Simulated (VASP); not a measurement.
# Ru (Fd-3m) in VASP: notebook

Ru is run at these levels: LDA; tasks: single point.

All numbers are computed with VASP 6.6.1; they aren't measurements. Logs are shortened: lines on timing, memory, paths and dates and some standing lists are left out, and cuts for length are marked.

**1. The cell of the first run**

It takes space group Fd-3m (No. 227, cubic). The conventional cell has a = 5.133 Å, b = 5.133 Å, c = 5.133 Å, α = 90.00°, β = 90.00°, γ = 90.00°. Ru (site symmetry -43m) has 4 Ru at 2.22 Å within 2.9 Å.

**2. Single point, LDA (volume scaled by 0.88)**

INCAR reads:

```
  PREC = Accurate
  ENCUT = 520
  EDIFF = 1E-7
  ISMEAR = -1
  SIGMA = 0.1
  LREAL = F
  LASPH = T
  NELM = 100
  ALGO = Normal
  ISIF = 2
  LWAVE = F
  LCHARG = F
  GGA = CA
  NBANDS = 21
```

KPOINTS reads:

```
regular mesh
0
Gamma
  11 11 11
```

POSCAR reads:

```
Ru
1.0
    0.0000000000      2.5663667650      2.5663667650
    2.5663667650      0.0000000000      2.5663667650
    2.5663667650      2.5663667650      0.0000000000
Ru
2
Direct
    0.1250000000      0.1250000000      0.1250000000
    0.8750000000      0.8750000000      0.8750000000
```

Potentials or basis: VASP PAW LDA potentials, release 64 (Ru_pv).

Run with:

```bash
$ cat potpaw_LDA.64/Ru_pv/POTCAR > POTCAR
$ mpirun -np 1 vasp_std > vasp.out
```

OUTCAR:

```text
PREC = Accurate
   ENCUT = 520
   EDIFF = 1E-7
   ISMEAR = -1
   LREAL = F
   LASPH = T
   NELM = 100
   ISIF = 2
   GGA = CA

 ion  position               nearest neighbor table
   1  0.125  0.125  0.125-   2 2.22   2 2.22   2 2.22   2 2.22
   2  0.875  0.875  0.875-   1 2.22   1 2.22   1 2.22   1 2.22

  LATTYP: Found a face centered cubic cell.
 ALAT       =     5.1327335300

  Lattice vectors:

 A1 = (   0.0000000000,   2.5663667650,   2.5663667650)
 A2 = (   2.5663667650,   0.0000000000,   2.5663667650)
 A3 = (   2.5663667650,   2.5663667650,   0.0000000000)

Analysis of symmetry for initial positions (statically):
=====================================================================
 Subroutine PRICEL returns:
 Original cell was already a primitive cell.

 Routine SETGRP: Setting up the symmetry group for a
 face centered cubic supercell.

 Subroutine GETGRP returns: Found 48 space group operations
 (whereof 12 operations were pure point group operations)
 out of a pool of 48 trial point group operations.

The static configuration has the point symmetry D_3d.
 The point group associated with its full space group is O_h .

Analysis of symmetry for dynamics (positions and initial velocities):
=====================================================================
 Subroutine PRICEL returns:
 Original cell was already a primitive cell.

 Routine SETGRP: Setting up the symmetry group for a
 face centered cubic supercell.

 Subroutine GETGRP returns: Found 48 space group operations
 (whereof 12 operations were pure point group operations)
 out of a pool of 48 trial point group operations.

The dynamic configuration has the point symmetry D_3d.
 The point group associated with its full space group is O_h .

 Subroutine INISYM returns: Found 48 space group operations
 (whereof 12 operations are pure point group operations),
 and found     1 'primitive' translations

----------------------------------------------------------------------------------------

                                     Primitive cell

  volume of cell :      33.8054

  direct lattice vectors                    reciprocal lattice vectors
     0.000000000  2.566366765  2.566366765    -0.194827959  0.194827959  0.194827959
     2.566366765  0.000000000  2.566366765     0.194827959 -0.194827959  0.194827959
     2.566366765  2.566366765  0.000000000     0.194827959  0.194827959 -0.194827959

  length of vectors
     3.629390685  3.629390685  3.629390685     0.337451924  0.337451924  0.337451924

  position of ions in fractional coordinates (direct lattice)
     0.125000000  0.125000000  0.125000000
     0.875000000  0.875000000  0.875000000

  ion indices of the primitive-cell ions
   primitive index   ion index
                 1           1
                 2           2

----------------------------------------------------------------------------------------

 KPOINTS: regular mesh

Automatic generation of k-mesh.
 Grid dimensions read from file:
 generate k-points for:   11   11   11

 Generating k-lattice:

  Cartesian coordinates                     Fractional coordinates (reciprocal lattice)
    -0.017711633  0.017711633  0.017711633     0.090909091  0.000000000  0.000000000
     0.017711633 -0.017711633  0.017711633     0.000000000  0.090909091  0.000000000
     0.017711633  0.017711633 -0.017711633     0.000000000  0.000000000  0.090909091

  Length of vectors
     0.030677448  0.030677448  0.030677448

  Shift w.r.t. Gamma in fractional coordinates (k-lattice)
     0.000000000  0.000000000  0.000000000

 Subroutine IBZKPT returns following result:
 ===========================================

 Found     56 irreducible k-points:

 Following reciprocal coordinates:
            Coordinates               Weight
  0.000000  0.000000  0.000000      1.000000
  0.090909  0.000000  0.000000      8.000000
  0.181818  0.000000  0.000000      8.000000
  0.272727  0.000000  0.000000      8.000000
  0.363636  0.000000  0.000000      8.000000
  0.454545  0.000000  0.000000      8.000000
[... 16 lines left out ...]
 -0.272727  0.181818  0.000000     24.000000
 -0.181818  0.181818  0.000000     12.000000
 [... further k-points ...]
   k-points           NKPTS =     56   k-points in BZ     NKDIM =     56   number of bands    NBANDS=     21
   number of dos      NEDOS =    301   number of ions     NIONS =      2
   total plane-waves  NPLWV =  21952
   dimension x,y,z NGX =    28 NGY =   28 NGZ =   28
   dimension x,y,z NGXF=    56 NGYF=   56 NGZF=   56
   ions per type =               2
   NGX,Y,Z   is equivalent  to a cutoff of  12.83, 12.83, 12.83 a.u.
   NGXF,Y,Z  is equivalent  to a cutoff of  25.65, 25.65, 25.65 a.u.
 SYSTEM =  unknown system
   PREC   = accura    normal or accurate (medium, high low for compatibility)
   ISTART =      0    job   : 0-new  1-cont  2-samecut
   ICHARG =      2    charge: 1-file 2-atom 10-const
   ISPIN  =      1    spin polarized calculation?
   LNONCOLLINEAR =      F non collinear calculations
   LSORBIT =      F    spin-orbit coupling
   LASPH  =      T    aspherical Exc in radial PAW
   ENCUT  =  520.0 eV  38.22 Ry    6.18 a.u.   6.75  6.75  6.75*2*pi/ulx,y,z
   NELM   =    100;   NELMIN=  2; NELMDL= -5     # of ELM steps
   EDIFF  = 0.1E-06   stopping-criterion for ELM
   LREAL  =      F    real-space projection
   EDIFFG = 0.1E-05   stopping-criterion for IOM
   NSW    =      0    number of steps for IOM
   IBRION =     -1    ionic relax: 0-MD 1-quasi-New 2-CG
   NFREE  =      0    steps in history (QN), initial steepest desc. (CG)
   ISIF   =      2    stress and relaxation
   ISYM   =      2    0-nonsym 1-usesym 2-fastsym
   POTIM  = 0.5000    time-step for ionic-motion
   TEBEG  =    0.0;   TEEND  =   0.0 temperature during run
   PSTRESS=    0.0 pullay stress
   NELECT =      28.0000    total number of electrons
   NUPDOWN=      -1.0000    fix difference up-down
   EMIN   =  10.00;   EMAX   =-10.00  energy-range for DOS
   EFERMI =   0.00;   METHOD = LEGACY
   ISMEAR =    -1;   SIGMA  =   0.10  broadening in eV -4-tet -1-fermi 0-gaus
   EFERMI_NEDOS =   21; number of points for ismear=-14 and -15
   IALGO  =     38    algorithm
   IMIX   =      4    mixing-type and parameters
     AMIX     =   0.40;   BMIX     =  1.00
     AMIX_MAG =   1.60;   BMIX_MAG =  1.00
  volume/ion in A,a.u.               =      16.90       114.07
  Fermi-wavevector in a.u.,A,eV,Ry     =   1.537442  2.905344 32.160477  2.363728
  Thomas-Fermi vector in A             =   2.643950
   LORBIT       =      0    0 simple, 1 ext, 2 COOP (PROOUT), +10 PAW based schemes
   GGA     = CA    functional components
   LHFCALC =     F    Hartree Fock is set to
   AEXX    =    0.0000 exact exchange contribution
   IVDW    =     0    specifies the selected vdW correction
   LEPSILON=     F    determine dielectric tensor
   LRPA    =     F    only Hartree local field effects (RPA)
 non-spin polarized calculation
  energy-cutoff  :      520.00
  volume of cell :       33.81
 maximum number of plane-waves:       941
   NGX = 13   NGY = 13   NGZ = 13

 number of electron      27.9999992 magnetization

 Free energy of the ion-electron system (eV)
  ---------------------------------------------------
  ext. energy  EPLUGINS =         0.00000000
  ---------------------------------------------------
  free energy    TOTEN  =       -18.15230386 eV

  energy without entropy =      -18.10174801  energy(sigma->0) =      -18.12702593

 E-fermi :   9.3495     XC(G=0): -12.6410

 val. band max:        9.3043730590   @ k =   0.3636   0.1818   0.0000
 cond. band min:       9.3499469575   @ k =   0.4545   0.2727   0.0909
 fundamental gap:      0.0455738985
 Fermi energy:         9.3495206040

 k-point     1 :       0.0000    0.0000    0.0000
  band No.  band energies     occupation
      1     -34.1892      2.00000
      2     -34.1892      2.00000
      3     -34.1892      2.00000
      4     -32.7574      2.00000
      5     -32.7574      2.00000
      6     -32.7574      2.00000
[... 13 lines left out ...]
     20      22.4208      0.00000
     21      22.9835      0.00000

 k-point     2 :       0.0909    0.0000    0.0000
  band No.  band energies     occupation
      1     -34.2039      2.00000
      2     -34.2039      2.00000
      3     -34.1883      2.00000
      4     -32.7585      2.00000
      5     -32.7413      2.00000
      6     -32.7413      2.00000
[... 13 lines left out ...]
     20      21.3015      0.00000
     21      23.0095      0.00000

 k-point     3 :       0.1818    0.0000    0.0000
  band No.  band energies     occupation
      1     -34.2418      2.00000
      2     -34.2418      2.00000
      3     -34.1863      2.00000
      4     -32.7609      2.00000
      5     -32.6996      2.00000
      6     -32.6996      2.00000
[... 13 lines left out ...]
     20      19.8724      0.00000
     21      21.5894      0.00000

 k-point     4 :       0.2727    0.0000    0.0000
  band No.  band energies     occupation
      1     -34.2886      2.00000
      2     -34.2886      2.00000
      3     -34.1851      2.00000
      4     -32.7624      2.00000
      5     -32.6479      2.00000
      6     -32.6479      2.00000
[... 13 lines left out ...]
     20      19.7011      0.00000
     21      20.6579      0.00000

 k-point     5 :       0.3636    0.0000    0.0000
  band No.  band energies     occupation
      1     -34.3290      2.00000
      2     -34.3290      2.00000
      3     -34.1852      2.00000
      4     -32.7622      2.00000
      5     -32.6029      2.00000
      6     -32.6029      2.00000
[... 13 lines left out ...]
     20      19.7009      0.00000
     21      20.3328      0.00000

 k-point     6 :       0.4545    0.0000    0.0000
  band No.  band energies     occupation
      1     -34.3521      2.00000
      2     -34.3521      2.00000
      3     -34.1858      2.00000
      4     -32.7613      2.00000
      5     -32.5771      2.00000
      6     -32.5771      2.00000
[... 13 lines left out ...]
     20      19.7008      0.00000
     21      20.2211      0.00000

 k-point     7 :       0.0909    0.0909    0.0000
  band No.  band energies     occupation
      1     -34.2216      2.00000
      2     -34.2216      2.00000
      3     -34.1607      2.00000
      4     -32.7882      2.00000
      5     -32.7221      2.00000
      6     -32.7221      2.00000
[... 13 lines left out ...]
     20      21.2295      0.00000
     21      22.6467      0.00000
[... 291 lines left out ...]
      1     -34.4618      2.00000
      2     -34.4065      2.00000
      3     -33.9533      2.00000
      4     -32.9953      2.00000
      5     -32.5171      2.00000
      6     -32.4694      2.00000
[... 13 lines left out ...]
     20      19.0299      0.00000
     21      19.7006      0.00000

 k-point    21 :      -0.4545    0.1818    0.0000
  band No.  band energies     occupation
      1     -34.4921      2.00000
      2     -34.4023      2.00000
      3     -33.9476      2.00000
      4     -32.9968      2.00000
      5     -32.5214      2.00000
      6     -32.4399      2.00000
[... 13 lines left out ...]
     20      19.4005      0.00000
     21      19.7015      0.00000

 k-point    22 :      -0.3636    0.1818    0.0000
  band No.  band energies     occupation
      1     -34.4918      2.00000
      2     -34.3754      2.00000
      3     -33.9725      2.00000
      4     -32.9702      2.00000
      5     -32.5511      2.00000
      6     -32.4411      2.00000
[... 13 lines left out ...]
     20      19.7008      0.00000
     21      19.7062      0.00000

 k-point    23 :      -0.2727    0.1818    0.0000
  band No.  band energies     occupation
      1     -34.4579      2.00000
      2     -34.3327      2.00000
      3     -34.0227      2.00000
      4     -32.9208      2.00000
      5     -32.5986      2.00000
      6     -32.4759      2.00000
[... 13 lines left out ...]
     20      19.7011      0.00000
     21      19.7018      0.00000

 k-point    24 :      -0.1818    0.1818    0.0000
  band No.  band energies     occupation
      1     -34.3947      2.00000
      2     -34.2863      2.00000
      3     -34.0854      2.00000
      4     -32.8601      2.00000
      5     -32.6500      2.00000
      6     -32.5405      2.00000
[... 13 lines left out ...]
     20      19.7015      0.00000
     21      19.7020      0.00000

 [... further k-points ...]
[... 5 lines left out ...]
  --------------------------------------------------------------------------------------
  -------------------------------------------------------------------------------------
  Total        7.3791915      7.3791915      7.3791915      0.0000000      0.0000000      0.0000000
  in kB      349.7302511    349.7302511    349.7302511      0.0000000      0.0000000      0.0000000
  external PRESSURE =     349.7302511 kB  Pullay stress =       0.0000000 kB

 VOLUME and BASIS-vectors are now :
 -----------------------------------------------------------------------------
  energy-cutoff  :      520.00
  volume of cell :       33.81
      direct lattice vectors                 reciprocal lattice vectors
     0.000000000  2.566366765  2.566366765    -0.194827959  0.194827959  0.194827959
     2.566366765  0.000000000  2.566366765     0.194827959 -0.194827959  0.194827959
     2.566366765  2.566366765  0.000000000     0.194827959  0.194827959 -0.194827959

 POSITION                                       TOTAL-FORCE (eV/Angst)
 -----------------------------------------------------------------------------------
      0.64159      0.64159      0.64159        -0.000000      0.000000      0.000000
      4.49114      4.49114      4.49114         0.000000     -0.000000     -0.000000
 -----------------------------------------------------------------------------------
    total drift:                                0.000000     -0.000000     -0.000000

  FREE ENERGIE OF THE ION-ELECTRON SYSTEM (eV)
  ---------------------------------------------------
  free  energy   TOTEN  =       -18.1523038552 eV

  energy  without entropy=      -18.1017480050  energy(sigma->0) =      -18.12702593
```

Wall time 52 s (1 thread of Intel Xeon 6975P-C, shared host); peak memory 0.16 GiB.

What came out:

```
Free energy            : -18.1523 eV
Pressure               : 35.0 GPa
Band gap on the k mesh : zero (band 14 reaches 9.74 eV, above the bottom of band 15 at 8.72 eV)
```

Levels at points of the mesh, in eV from the Fermi level:
| k point | band 11 | band 12 | band 13 | band 14 | band 15 | band 16 | band 17 | band 18 |
| --- | --- | --- | --- | --- | --- | --- | --- | --- |
| (0.00, 0.00, 0.00) | -3.84 | -3.84 | -0.57 | -0.57 | -0.57 | 2.51 | 2.51 | 10.35 |

**3. Single point, LDA (volume scaled by 0.92)**

INCAR reads:

```
SYSTEM = Ru
PREC     = Accurate       ! precision mode
ENCUT    = 520            ! plane-wave cutoff, eV
EDIFF    = 1E-7           ! SCF threshold, eV
ISMEAR   = -1             ! smearing method
SIGMA    = 0.1            ! smearing width, eV
LREAL    = .FALSE.        ! projectors in reciprocal space
LASPH    = .TRUE.         ! aspherical terms in the spheres
NELM     = 100            ! most SCF steps
ALGO     = Normal         ! electronic algorithm
ISIF     = 2              ! what is computed and relaxed
LWAVE    = .FALSE.        ! write WAVECAR
LCHARG   = .TRUE.         ! write CHGCAR
LELF     = .TRUE.         ! ELF
LVHAR    = .TRUE.       
NBANDS   = 21             ! bands
```

KPOINTS reads:

```
regular mesh
0
G
  11 11 11
  0 0 0
```

POSCAR reads:

```
Ru
1.0
    0.0000000000      2.6046763945      2.6046763945
    2.6046763945      0.0000000000      2.6046763945
    2.6046763945      2.6046763945      0.0000000000
Ru
2
Direct
    0.1250000000      0.1250000000      0.1250000000
    0.8750000000      0.8750000000      0.8750000000
```

Potentials or basis: VASP PAW LDA potentials, release 64 (Ru_pv).

Run with:

```bash
$ cat potpaw_LDA.64/Ru_pv/POTCAR > POTCAR
$ mpirun -np 1 vasp_std > vasp.out
```

Run time: 66 s. Hardware: 1 thread of Intel Xeon 6975P-C, shared host; peak memory 0.16 GiB.

The run converged. Its results:

```yaml
Free_energy: -18.4190 eV
Pressure: 20.9 GPa
Band_gap_on_the_k_mesh: zero (band 14 reaches 9.05 eV, above the bottom of band 15 at 8.08 eV)
```

Levels at points of the mesh, in eV from the Fermi level:
```csv
k point,band 10,band 11,band 12,band 13,band 14,band 15,band 16,band 17,band 18,band 19
"(0.00, 0.00, 0.00)",-3.68,-3.68,-3.68,-0.55,-0.55,-0.55,2.34,2.34,10.37,10.37
```

(Part 1 of 2 ends here.)
